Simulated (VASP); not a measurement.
# Nd (Im-3m) in VASP: notebook, part 2 of 2

VASP 6.6.1. Earlier steps stand in the parts before.

## (4) Single point, PBE, collinear spin, ferromagnetic start (34.34 Å³/atom)

This run uses another cell than the first one, of 34.34 Å³/atom.

INCAR reads:

```
SYSTEM = Nd
PREC = Accurate ; ENCUT = 520
EDIFF = 1E-7 ; ISMEAR = 0
SIGMA = 0.05 ; LREAL = .FALSE.
LASPH = .TRUE. ; NELM = 150
ALGO = Normal ; ISIF = 2
LWAVE = .FALSE. ; LCHARG = .FALSE.
ISPIN = 2 ; MAGMOM = 4.02
LORBIT = 11 ; LMAXMIX = 6
GGA = PE ; NBANDS = 17
```

KPOINTS reads:

```
regular mesh
0
G
  8 8 8
  0 0 0
```

POSCAR reads:

```
Nd
1.0
   -2.0476704048      2.0476704048      2.0476704048
    2.0476704048     -2.0476704048      2.0476704048
    2.0476704048      2.0476704048     -2.0476704048
Nd
1
Direct
    0.0000000000      0.0000000000      0.0000000000
```

Potentials or basis: VASP PAW PBE potentials, release 64 (Nd).

Started as:

```console
$ cat potpaw_PBE.64/Nd/POTCAR > POTCAR
$ mpirun -np 1 vasp_std > vasp.out
```

OUTCAR:

```text
SYSTEM = Nd
   PREC = Accurate
   ENCUT = 520
   EDIFF = 1E-7
   ISMEAR = 0
   LREAL = .FALSE.
   LASPH = .TRUE.
   NELM = 150
   ISIF = 2
   ISPIN = 2
   LORBIT = 11
   GGA = PE

 ion  position               nearest neighbor table
   1  0.000  0.000  0.000-

  LATTYP: Found a body centered cubic cell.
 ALAT       =     4.0953408096

  Lattice vectors:

 A1 = (  -2.0476704048,   2.0476704048,   2.0476704048)
 A2 = (   2.0476704048,  -2.0476704048,   2.0476704048)
 A3 = (   2.0476704048,   2.0476704048,  -2.0476704048)

Analysis of symmetry for initial positions (statically):
=====================================================================
 Subroutine PRICEL returns:
 Original cell was already a primitive cell.

 Routine SETGRP: Setting up the symmetry group for a
 body centered cubic supercell.

 Subroutine GETGRP returns: Found 48 space group operations
 (whereof 48 operations were pure point group operations)
 out of a pool of 48 trial point group operations.

The static configuration has the point symmetry O_h .

Analysis of symmetry for dynamics (positions and initial velocities):
=====================================================================
 Subroutine PRICEL returns:
 Original cell was already a primitive cell.

 Routine SETGRP: Setting up the symmetry group for a
 body centered cubic supercell.

 Subroutine GETGRP returns: Found 48 space group operations
 (whereof 48 operations were pure point group operations)
 out of a pool of 48 trial point group operations.

The dynamic configuration has the point symmetry O_h .

Analysis of structural, dynamic, and magnetic symmetry:
=====================================================================
 Subroutine PRICEL returns:
 Original cell was already a primitive cell.

 Routine SETGRP: Setting up the symmetry group for a
 body centered cubic supercell.

 Subroutine GETGRP returns: Found 48 space group operations
 (whereof 48 operations were pure point group operations)
 out of a pool of 48 trial point group operations.

The overall configuration has the point symmetry O_h .

 Subroutine INISYM returns: Found 48 space group operations
 (whereof 48 operations are pure point group operations),
 and found     1 'primitive' translations

----------------------------------------------------------------------------------------

                                     Primitive cell

  volume of cell :      34.3432

  direct lattice vectors                    reciprocal lattice vectors
    -2.047670405  2.047670405  2.047670405     0.000000000  0.244179922  0.244179922
     2.047670405 -2.047670405  2.047670405     0.244179922  0.000000000  0.244179922
     2.047670405  2.047670405 -2.047670405     0.244179922  0.244179922  0.000000000

  length of vectors
     3.546669178  3.546669178  3.546669178     0.345322558  0.345322558  0.345322558

  position of ions in fractional coordinates (direct lattice)
     0.000000000  0.000000000  0.000000000

  ion indices of the primitive-cell ions
   primitive index   ion index
                 1           1

----------------------------------------------------------------------------------------

 KPOINTS: regular mesh

Automatic generation of k-mesh.
 Grid dimensions read from file:
[... 52 lines left out ...]
   ions per type =               1
   NGX,Y,Z   is equivalent  to a cutoff of  13.12, 13.12, 13.12 a.u.
   NGXF,Y,Z  is equivalent  to a cutoff of  26.25, 26.25, 26.25 a.u.
 SYSTEM =  Nd
   PREC   = accura    normal or accurate (medium, high low for compatibility)
   ISTART =      0    job   : 0-new  1-cont  2-samecut
   ICHARG =      2    charge: 1-file 2-atom 10-const
   ISPIN  =      2    spin polarized calculation?
   LNONCOLLINEAR =      F non collinear calculations
   LSORBIT =      F    spin-orbit coupling
   LASPH  =      T    aspherical Exc in radial PAW
   ENCUT  =  520.0 eV  38.22 Ry    6.18 a.u.   6.59  6.59  6.59*2*pi/ulx,y,z
   NELM   =    150;   NELMIN=  2; NELMDL= -5     # of ELM steps
   EDIFF  = 0.1E-06   stopping-criterion for ELM
   LREAL  =      F    real-space projection
   EDIFFG = 0.1E-05   stopping-criterion for IOM
   NSW    =      0    number of steps for IOM
   IBRION =     -1    ionic relax: 0-MD 1-quasi-New 2-CG
   NFREE  =      0    steps in history (QN), initial steepest desc. (CG)
   ISIF   =      2    stress and relaxation
   ISYM   =      2    0-nonsym 1-usesym 2-fastsym
   POTIM  = 0.5000    time-step for ionic-motion
   TEBEG  =    0.0;   TEEND  =   0.0 temperature during run
   PSTRESS=    0.0 pullay stress
   NELECT =      14.0000    total number of electrons
   NUPDOWN=      -1.0000    fix difference up-down
   EMIN   =  10.00;   EMAX   =-10.00  energy-range for DOS
   EFERMI =   0.00;   METHOD = LEGACY
   ISMEAR =     0;   SIGMA  =   0.05  broadening in eV -4-tet -1-fermi 0-gaus
   EFERMI_NEDOS =   21; number of points for ismear=-14 and -15
   IALGO  =     38    algorithm
   IMIX   =      4    mixing-type and parameters
     AMIX     =   0.40;   BMIX     =  1.00
     AMIX_MAG =   1.60;   BMIX_MAG =  1.00
  volume/ion in A,a.u.               =      34.34       231.76
  Fermi-wavevector in a.u.,A,eV,Ry     =   1.213866  2.293874 20.047790  1.473471
  Thomas-Fermi vector in A             =   2.349304
   LORBIT       =     11    0 simple, 1 ext, 2 COOP (PROOUT), +10 PAW based schemes
   GGA     = PE    functional components
   LHFCALC =     F    Hartree Fock is set to
   AEXX    =    0.0000 exact exchange contribution
   IVDW    =     0    specifies the selected vdW correction
   LEPSILON=     F    determine dielectric tensor
   LRPA    =     F    only Hartree local field effects (RPA)
 spin polarized calculation
 Gauss-broadening in eV      SIGMA  =   0.05
  energy-cutoff  :      520.00
  volume of cell :       34.34
 maximum number of plane-waves:       939
 NGX is ok and might be reduce to    28
   NGX = 13   NGY = 13   NGZ = 13

 number of electron      14.0000007 magnetization       3.9666778

 Free energy of the ion-electron system (eV)
  ---------------------------------------------------
  ext. energy  EPLUGINS =         0.00000000
  ---------------------------------------------------
  free energy    TOTEN  =        -6.36272369 eV

  energy without entropy =       -6.35372527  energy(sigma->0) =       -6.35822448

 E-fermi :   4.6307     XC(G=0):  -9.8734

 val. band max:        4.6304322705   @ k =  -0.3750  -0.3750   0.1250
 cond. band min:       4.6363042740   @ k =   0.1250   0.0000   0.0000
 fundamental gap:      0.0058720036
 Fermi energy:         4.6306597337

 spin component 1

 k-point     1 :       0.0000    0.0000    0.0000
  band No.  band energies     occupation
      1     -32.6558      1.00000
      2     -13.3053      1.00000
      3     -13.3053      1.00000
      4     -13.3053      1.00000
      5       0.6519      1.00000
      6       4.4673      1.00000
[... 459 lines left out ...]
      6       3.9407      1.00000
[... 9 lines left out ...]
     16       9.9443      0.00000
     17       9.9714      0.00000

 [... further k-points ...]

 spin component 2

 k-point     1 :       0.0000    0.0000    0.0000
  band No.  band energies     occupation
      1     -31.0311      1.00000
      2     -12.0068      1.00000
      3     -12.0068      1.00000
      4     -12.0068      1.00000
      5       1.4002      1.00000
      6       6.4374      0.00000
[... 459 lines left out ...]
      6       4.7562      0.00019
[... 9 lines left out ...]
     16      10.9325      0.00000
     17      10.9442      0.00000

 [... further k-points ...]

------------------------ aborting loop because EDIFF is reached ----------------------------------------

  FORCE on cell =-STRESS in cart. coord.  units (eV):
  Direction    XX          YY          ZZ          XY          YZ          ZX
  --------------------------------------------------------------------------------------
  -------------------------------------------------------------------------------------
  Total        0.0490066      0.0490066      0.0490066      0.0000000      0.0000000     -0.0000000
  in kB        2.2862574      2.2862574      2.2862574      0.0000000      0.0000000     -0.0000000
  external PRESSURE =       2.2862574 kB  Pullay stress =       0.0000000 kB

 VOLUME and BASIS-vectors are now :
 -----------------------------------------------------------------------------
  energy-cutoff  :      520.00
  volume of cell :       34.34
      direct lattice vectors                 reciprocal lattice vectors
    -2.047670405  2.047670405  2.047670405     0.000000000  0.244179922  0.244179922
     2.047670405 -2.047670405  2.047670405     0.244179922  0.000000000  0.244179922
     2.047670405  2.047670405 -2.047670405     0.244179922  0.244179922  0.000000000

 POSITION                                       TOTAL-FORCE (eV/Angst)
 -----------------------------------------------------------------------------------
      0.00000      0.00000      0.00000         0.000000      0.000000      0.000000
 -----------------------------------------------------------------------------------
    total drift:                               -0.000000     -0.000000     -0.000000

  FREE ENERGIE OF THE ION-ELECTRON SYSTEM (eV)
  ---------------------------------------------------
  free  energy   TOTEN  =        -6.3627236870 eV

  energy  without entropy=       -6.3537252741  energy(sigma->0) =       -6.35822448

 total charge

# of ion       s       p       d       f       tot
--------------------------------------------------
    1        2.027   5.372   0.539   3.296  11.234

 magnetization (x)

# of ion       s       p       d       f       tot
--------------------------------------------------
    1       -0.009  -0.099   0.170   3.271   3.334
```

OSZICAR:

```text
N       E                     dE             d eps       ncg     rms          rms(c)
DAV:   1     0.902047032373E+02    0.90205E+02   -0.53943E+03  2382   0.210E+03
DAV:   2     0.231737353622E+01   -0.87887E+02   -0.77447E+02  2958   0.246E+02
DAV:   3    -0.637093837309E+01   -0.86883E+01   -0.82064E+01  3038   0.102E+02
[... 15 lines left out ...]
DAV:  19    -0.636156725084E+01   -0.72615E-03   -0.94054E-05  2917   0.164E-01    0.734E-01
DAV:  20    -0.636200632542E+01   -0.43907E-03   -0.11396E-03  3137   0.412E-01    0.285E-01
DAV:  21    -0.636271434274E+01   -0.70802E-03   -0.89480E-04  3254   0.279E-01    0.203E-01
DAV:  22    -0.636272324506E+01   -0.89023E-05   -0.10538E-04  3027   0.164E-01    0.375E-02
DAV:  23    -0.636272366731E+01   -0.42225E-06   -0.41665E-06  3390   0.180E-02    0.221E-02
DAV:  24    -0.636272368702E+01   -0.19711E-07   -0.46215E-07  2671   0.741E-03
   1 F= -.63627237E+01 E0= -.63582245E+01  d E =-.899841E-02  mag=     3.9651
```

stdout:

```text
POSCAR found type information on POSCAR Nd
 POSCAR found :  1 types and       1 ions
 scaLAPACK will be used
 LDA part: xc-table for (Slater+PW92), standard interpolation
 POSCAR, INCAR and KPOINTS ok, starting setup
 FFT: planning ... GRIDC
 FFT: planning ... GRID_SOFT
 FFT: planning ... GRID
 WAVECAR not read
 entering main loop
```

It took 94 s on 1 thread of Intel Xeon Platinum 8259CL at 2.50GHz (Skylake/Cascade Lake), shared host; peak memory 0.19 GiB.

What came out:

- Free energy: -6.3627 eV
- Pressure: 0.2 GPa
- Band gap on the k mesh: zero (filled and empty bands overlap)
- Net moment: 3.97 μB per cell
- Site moments: Nd +3.33 μB
- Valence electrons inside the program's atomic spheres: Nd 11.23

Caveat: the magnetic or orbital state may not be the lowest; spin-orbit coupling is left out, which moves the levels of the heavy elements; semilocal functionals describe open f shells poorly, which spoils levels, moments and volumes.

## (5) Overview

| level | cell | k mesh | gap on the mesh (eV) | pressure (GPa) | moment (μB) |
| --- | --- | --- | --- | --- | --- |
| PBE | a = 3.541 Å, angles 109.5°, 1 atom | 8 × 8 × 8 | none | 0.7 | 3.97 |
| r2SCAN | a = 3.547 Å, angles 109.5°, 1 atom | 14 × 14 × 14 | none | 1.4 | 3.79 |
| PBE | a = 3.547 Å, angles 109.5°, 1 atom | 8 × 8 × 8 | none | 0.2 | 3.97 |

Alike in all rows: task single point; potentials or basis VASP PAW PBE potentials, release 64 (Nd); spin collinear, ferromagnetic start; cutoff (eV) 520; smearing gaussian 0.05 eV.

Caveats: the magnetic or orbital state may not be the lowest; spin-orbit coupling is left out, which moves the levels of the heavy elements; semilocal functionals describe open f shells poorly, which spoils levels, moments and volumes; the PAW data sets were made with another functional, which shifts forces and pressure a little (at least some runs).

Total energies depend on the potentials used, so only differences within one code and one set of settings carry meaning.
